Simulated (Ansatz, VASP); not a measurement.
One calculation of SrCl2, two programs

Contents of POSCAR:

```
SrCl2
1.0
    0.0000000000      4.0237158292      2.6154152890
    4.0237158292      0.0000000000      2.6154152890
    4.0237158292      4.0237158292      0.0000000000
Sr Cl
1 2
Direct
    0.0000000000      0.0000000000      0.0000000000
    0.2500000000      0.2500000000      0.2500000000
    0.7500000000      0.7500000000      0.7500000000
```

The input INCAR.step1:

```
  PREC = Accurate
  ENCUT = 520
  ISMEAR = 0
  SIGMA = 0.05
  LREAL = False
  LASPH = True
  NELM = 100
  NBANDS = 19
  GGA = PE
  ALGO = Normal
  EDIFF = 1E-4
  LWAVE = True
  LCHARG = False
```

File INCAR.step2:

```
  PREC = Accurate
  ENCUT = 520
  EDIFF = 1E-7
  ISMEAR = 0
  SIGMA = 0.05
  LREAL = False
  LASPH = True
  NELM = 100
  ALGO = Normal
  ISIF = 2
  LWAVE = False
  LCHARG = False
  METAGGA = R2SCAN
  LMIXTAU = True
  NBANDS = 19
  ISTART = 1
```

KPOINTS

```
regular mesh
0
Gamma
  6 6 6
```

Input for Ansatz:

```yaml
crystal:
  lattice:
    - [0.0, 4.0237158292, 2.615415289]
    - [4.0237158292, 0.0, 2.615415289]
    - [4.0237158292, 4.0237158292, 0.0]
  atoms:
    - { symbol: Sr, position: [0.0, 0.0, 0.0] }
    - { symbol: Cl, position: [0.25, 0.25, 0.25] }
    - { symbol: Cl, position: [0.75, 0.75, 0.75] }
basis:
  ecutwfc: 500
kpoints:
  mp_grid: { grid: [6, 6, 6] }
hamiltonian:
  xc: r2scan
scf:
  occupations: { method: gaussian, width: 0.05 }
output:
  forces: true
  stress: true
  eigenvalues: true
```

Alike in both runs: task single point; functional r2SCAN; k mesh 6 × 6 × 6; occupations gaussian, width 0.05 eV; no spin polarisation.

```csv
,VASP,Ansatz
version,VASP 6.6.1,Ansatz 0.2.0
potentials or method,"VASP PAW PBE potentials, release 64 (Sr_sv, Cl), cutoff 520 eV","scalar-relativistic, plane waves, PAW"
valence electrons in the cell,24,24
```

|  | VASP | Ansatz | Ansatz less VASP |
| --- | --- | --- | --- |
| gap on the k mesh at the Fermi level (eV) | 0.34 | 0.32 | -0.014 |
| least direct gap on the mesh (eV) | 0.41 | 0.40 | -0.013 |
| pressure (GPa) | 6.4 | 6.4 | +0.01 |
| traceless stress, the component that is largest in VASP (GPa) | 30.01 | 30.11 | +0.100 |

VASP's potentials were made for PBE, not for r2SCAN. With one functional, cell and mesh, what is left measures potentials, basis and numerics.
